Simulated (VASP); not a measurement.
# KMgF3 (P1) in VASP: single point with r2SCAN

Aim: the single point of KMgF3 with r2SCAN.

Program: VASP 6.6.1. These are calculated values, not measurements. Logs are shortened: lines on timing, memory, paths and dates and some standing lists are left out, and cuts for length are marked.

## Step 1: The cell of the first run

The typed cell holds 5 atoms: a = 3.934 Å, b = 3.935 Å, c = 3.927 Å, α = 90.01°, β = 90.11°, γ = 90.00°.

## Step 2: Single point, r2SCAN

POSCAR

```
KMgF3
1.0
    3.9344642400      0.0001394100     -0.0037700100
    0.0001394100      3.9350772400     -0.0005111700
   -0.0037700100     -0.0005111700      3.9269954100
K Mg F
1 1 3
Direct
    0.5036320000      0.4531320000      0.5304470000
    0.9949800000      0.9445700000      0.9671130000
    0.4587930000      0.9958790000      0.0172650000
    0.9752300000      0.4618980000      0.9900630000
    0.9818730000      0.9882340000      0.5096000000
```

INCAR.step1

```
SYSTEM = KMgF3
PREC     = Accurate       ! precision mode
ENCUT    = 520            ! plane-wave cutoff, eV
ISMEAR   = -1             ! smearing method
SIGMA    = 0.0156         ! smearing width, eV
LREAL    = .FALSE.        ! projectors in reciprocal space
LASPH    = .TRUE.         ! aspherical terms in the spheres
NELM     = 100            ! most SCF steps
NBANDS   = 24             ! bands
GGA      = PE             ! functional
ALGO     = Normal         ! electronic algorithm
EDIFF    = 1E-4           ! SCF threshold, eV
LWAVE    = .TRUE.         ! write WAVECAR
LCHARG   = .FALSE.        ! write CHGCAR
```

INCAR.step2

```
SYSTEM = KMgF3
PREC     = Accurate       ! precision mode
ENCUT    = 520            ! plane-wave cutoff, eV
EDIFF    = 1E-6           ! SCF threshold, eV
ISMEAR   = -1             ! smearing method
SIGMA    = 0.0156         ! smearing width, eV
LREAL    = .FALSE.        ! projectors in reciprocal space
LASPH    = .TRUE.         ! aspherical terms in the spheres
NELM     = 100            ! most SCF steps
ALGO     = Normal         ! electronic algorithm
ISIF     = 2              ! what is computed and relaxed
LWAVE    = .FALSE.        ! write WAVECAR
LCHARG   = .TRUE.         ! write CHGCAR
METAGGA  = R2SCAN         ! meta-GGA
LMIXTAU  = .TRUE.       
LELF     = .TRUE.         ! ELF
LVHAR    = .TRUE.       
NBANDS   = 24             ! bands
ISTART   = 1
```

KPOINTS

```
Automatic mesh
0
Gamma
  5 5 5
  0 0.5 0
```

Potentials or basis: VASP PAW PBE potentials, release 64 (K_sv, Mg, F).

The run is started by

```sh
$ cat potpaw_PBE.64/K_sv/POTCAR potpaw_PBE.64/Mg/POTCAR potpaw_PBE.64/F/POTCAR > POTCAR
$ cp INCAR.step1 INCAR
$ mpirun -np 1 vasp_std > vasp.out
$ cp INCAR.step2 INCAR
$ mpirun -np 1 vasp_std > vasp.out
```

OUTCAR:

```text
SYSTEM = KMgF3
   PREC = Accurate
   ENCUT = 520
   EDIFF = 1E-6
   ISMEAR = -1
   LREAL = .FALSE.
   LASPH = .TRUE.
   NELM = 100
   ISIF = 2
   METAGGA = R2SCAN
   ISTART = 1

 ion  position               nearest neighbor table
   1  0.504  0.453  0.530-   4 2.59   5 2.63   3 2.63   3 2.71   5 2.75   4 2.76   4 2.82   5 2.83
                             2 3.23   2 3.27   2 3.27   2 3.31   2 3.52   2 3.55   2 3.56   2 3.59
   2  0.995  0.945  0.967-   5 1.81   3 1.85   4 1.90   4 2.04   3 2.13   5 2.14   1 3.23   1 3.27
                             1 3.27   1 3.31   1 3.52   1 3.55   1 3.56   1 3.59
   3  0.459  0.996  0.017-   2 1.85   2 2.13   1 2.63   1 2.71
   4  0.975  0.462  0.990-   2 1.90   2 2.04   1 2.59   1 2.76   1 2.82
   5  0.982  0.988  0.510-   2 1.81   2 2.14   1 2.63   1 2.75   1 2.83

  LATTYP: Found a triclinic cell.
 ALAT       =     3.9269972529
 B/A-ratio  =     1.0019019101
 C/A-ratio  =     1.0020575575
 COS(alpha) =     0.0000709850
 COS(beta)  =     0.0002601030
 COS(gamma) =     0.0019182285

  Lattice vectors:

 A1 = (  -0.0037700100,  -0.0005111700,   3.9269954100)
 A2 = (  -3.9344642400,  -0.0001394100,   0.0037700100)
 A3 = (  -0.0001394100,  -3.9350772400,   0.0005111700)

Analysis of symmetry for initial positions (statically):
=====================================================================
 Subroutine PRICEL returns:
 Original cell was already a primitive cell.

 Routine SETGRP: Setting up the symmetry group for a
 triclinic supercell.

 Subroutine GETGRP returns: Found  1 space group operations
 (whereof  1 operations were pure point group operations)
 out of a pool of  2 trial point group operations.

The static configuration has the point symmetry C_1 .

Analysis of symmetry for dynamics (positions and initial velocities):
=====================================================================
 Subroutine PRICEL returns:
 Original cell was already a primitive cell.

 Routine SETGRP: Setting up the symmetry group for a
 triclinic supercell.

 Subroutine GETGRP returns: Found  1 space group operations
 (whereof  1 operations were pure point group operations)
 out of a pool of  2 trial point group operations.

The dynamic configuration has the point symmetry C_1 .

 Subroutine INISYM returns: Found  1 space group operations
[... 94 lines left out ...]
   PREC   = accura    normal or accurate (medium, high low for compatibility)
   ISTART =      1    job   : 0-new  1-cont  2-samecut
   ICHARG =      0    charge: 1-file 2-atom 10-const
   ISPIN  =      1    spin polarized calculation?
   LNONCOLLINEAR =      F non collinear calculations
   LSORBIT =      F    spin-orbit coupling
   LASPH  =      T    aspherical Exc in radial PAW
   ENCUT  =  520.0 eV  38.22 Ry    6.18 a.u.   7.32  7.32  7.30*2*pi/ulx,y,z
   NELM   =    100;   NELMIN=  2; NELMDL=  0     # of ELM steps
   EDIFF  = 0.1E-05   stopping-criterion for ELM
   LREAL  =      F    real-space projection
   EDIFFG = 0.1E-04   stopping-criterion for IOM
   NSW    =      0    number of steps for IOM
   IBRION =     -1    ionic relax: 0-MD 1-quasi-New 2-CG
   NFREE  =      0    steps in history (QN), initial steepest desc. (CG)
   ISIF   =      2    stress and relaxation
   ISYM   =      2    0-nonsym 1-usesym 2-fastsym
   POTIM  = 0.5000    time-step for ionic-motion
   TEBEG  =    0.0;   TEEND  =   0.0 temperature during run
   PSTRESS=    0.0 pullay stress
   NELECT =      32.0000    total number of electrons
   NUPDOWN=      -1.0000    fix difference up-down
   EMIN   =  10.00;   EMAX   =-10.00  energy-range for DOS
   EFERMI =   0.00;   METHOD = LEGACY
   ISMEAR =    -1;   SIGMA  =   0.02  broadening in eV -4-tet -1-fermi 0-gaus
   EFERMI_NEDOS =   21; number of points for ismear=-14 and -15
   IALGO  =     38    algorithm
   IMIX   =      4    mixing-type and parameters
     AMIX     =   0.40;   BMIX     =  1.00
     AMIX_MAG =   1.60;   BMIX_MAG =  1.00
  volume/ion in A,a.u.               =      12.16        82.06
  Fermi-wavevector in a.u.,A,eV,Ry     =   1.321778  2.497798 23.770701  1.747097
  Thomas-Fermi vector in A             =   2.451507
   LORBIT       =      0    0 simple, 1 ext, 2 COOP (PROOUT), +10 PAW based schemes
   METAGGA = R2SCAN    functional components
   LHFCALC =     F    Hartree Fock is set to
   AEXX    =    0.0000 exact exchange contribution
   IVDW    =     0    specifies the selected vdW correction
   LEPSILON=     F    determine dielectric tensor
   LRPA    =     F    only Hartree local field effects (RPA)
 non-spin polarized calculation
  energy-cutoff  :      520.00
  volume of cell :       60.80
 maximum number of plane-waves:      1654
 NGX is ok and might be reduce to    30
   NGX = 15   NGY = 15   NGZ = 15

 number of electron      32.0000005 magnetization

 Free energy of the ion-electron system (eV)
  ---------------------------------------------------
  ext. energy  EPLUGINS =         0.00000000
  ---------------------------------------------------
  free energy    TOTEN  =       -36.99183489 eV

  energy without entropy =      -36.99183489  energy(sigma->0) =      -36.99183489

 E-fermi :  -1.6980     XC(G=0): -10.4071

 val. band max:       -2.0434206684   @ k =   0.4000   0.5000   0.4000
 cond. band min:       6.6646940121   @ k =  -0.0000   0.1000  -0.0000
 fundamental gap:      8.7081146806
 Fermi energy:        -1.6980309722

 k-point     1 :      -0.0000    0.1000   -0.0000
  band No.  band energies     occupation
      1     -28.5182      2.00000
      2     -23.3597      2.00000
      3     -22.7135      2.00000
      4     -22.6562      2.00000
      5     -11.2626      2.00000
      6     -11.2514      2.00000
[... 637 lines left out ...]
     23      13.5609      0.00000
     24      14.8560      0.00000

 [... further k-points ...]
[... 5 lines left out ...]
  --------------------------------------------------------------------------------------
  -------------------------------------------------------------------------------------
  Total        2.1721113      1.3807699      2.8482085      0.1151694     -0.3006987      0.5103641
  in kB       57.2392325     36.3858939     75.0556716      3.0349321     -7.9239775     13.4490581
  external PRESSURE =      56.2269327 kB  Pullay stress =       0.0000000 kB

 VOLUME and BASIS-vectors are now :
 -----------------------------------------------------------------------------
  energy-cutoff  :      520.00
  volume of cell :       60.80
      direct lattice vectors                 reciprocal lattice vectors
     3.934464240  0.000139410 -0.003770010     0.254164445 -0.000008973  0.000244003
     0.000139410  3.935077240 -0.000511170    -0.000008973  0.254124623  0.000033070
    -0.003770010 -0.000511170  3.926995410     0.000244003  0.000033070  0.254647850

 POSITION                                       TOTAL-FORCE (eV/Angst)
 -----------------------------------------------------------------------------------
      1.97959      1.78291      2.08093        -0.287334      0.166933     -0.537724
      3.91120      3.71660      3.79361        -1.145280      0.777863      2.128559
      1.80518      3.91892      0.06556         1.547108     -0.528028     -0.102630
      3.83334      1.81723      3.88406        -0.000764     -0.006675      0.181319
      3.86136      3.88865      1.99699        -0.113730     -0.410094     -1.669523
 -----------------------------------------------------------------------------------
    total drift:                               -0.004859      0.010263      0.004687

  FREE ENERGIE OF THE ION-ELECTRON SYSTEM (eV)
  ---------------------------------------------------
  free  energy   TOTEN  =       -36.9918348906 eV

  energy  without entropy=      -36.9918348906  energy(sigma->0) =      -36.99183489
```

OUTCAR.step1:

```text
SYSTEM = KMgF3
   PREC = Accurate
   ENCUT = 520
   ISMEAR = -1
   LREAL = .FALSE.
   LASPH = .TRUE.
[... 887 lines left out ...]
      1.80518      3.91892      0.06556         1.584617     -0.497197     -0.060426
      3.83334      1.81723      3.88406        -0.015837     -0.021300      0.203892
      3.86136      3.88865      1.99699        -0.122441     -0.385670     -1.729355
 -----------------------------------------------------------------------------------
    total drift:                               -0.002108      0.000229      0.002545

  FREE ENERGIE OF THE ION-ELECTRON SYSTEM (eV)
  ---------------------------------------------------
  free  energy   TOTEN  =       -23.9258072590 eV

  energy  without entropy=      -23.9258072590  energy(sigma->0) =      -23.92580726
```

OSZICAR.step1:

```text
N       E                     dE             d eps       ncg     rms          rms(c)
DAV:   1     0.221882008700E+03    0.22188E+03   -0.17327E+04  3128   0.128E+03
DAV:   2    -0.147946838623E+02   -0.23668E+03   -0.22841E+03  3768   0.348E+02
DAV:   3    -0.258085687772E+02   -0.11014E+02   -0.10956E+02  4432   0.689E+01
DAV:   4    -0.262426815684E+02   -0.43411E+00   -0.43406E+00  3944   0.856E+00
DAV:   5    -0.262450541873E+02   -0.23726E-02   -0.23726E-02  4120   0.716E-01    0.931E+00
DAV:   6    -0.239333641002E+02    0.23117E+01   -0.73537E+00  3664   0.202E+01    0.438E+00
DAV:   7    -0.239259766707E+02    0.73874E-02   -0.25923E-01  3832   0.324E+00    0.261E+00
DAV:   8    -0.239260024499E+02   -0.25779E-04   -0.78313E-02  3960   0.248E+00    0.321E-01
DAV:   9    -0.239255665695E+02    0.43588E-03   -0.17308E-02  3968   0.918E-01    0.154E-01
DAV:  10    -0.239257938214E+02   -0.22725E-03   -0.11401E-03  3584   0.253E-01    0.831E-02
DAV:  11    -0.239258072590E+02   -0.13438E-04   -0.26221E-05  2704   0.434E-02
   1 F= -.23925807E+02 E0= -.23925807E+02  d E =-.517513E-13
```

Wall time 5.2 min (1 thread of Intel Xeon Platinum 8259CL at 2.50GHz (Skylake/Cascade Lake), shared host); peak memory 0.22 GiB.

Results:

| Quantity | Value |
| --- | --- |
| Free energy | -36.9918 eV |
| Pressure | 5.6 GPa |
| Largest force | 2.539 eV/Å |
| Band gap on the k mesh | 8.71 eV (least direct gap 9.00 eV) |

Forces on the atoms (eV/Å):
```
K   -0.287  0.167 -0.538
Mg  -1.145  0.778  2.129
F    1.547 -0.528 -0.103
F   -0.001 -0.007  0.181
F   -0.114 -0.410 -1.670
```

Caveat: the cell stands under pressure; the PAW data sets were made with another functional, which shifts forces and pressure a little; a shifted mesh leaves out Γ, where band edges can lie. A k mesh can miss the band edges.
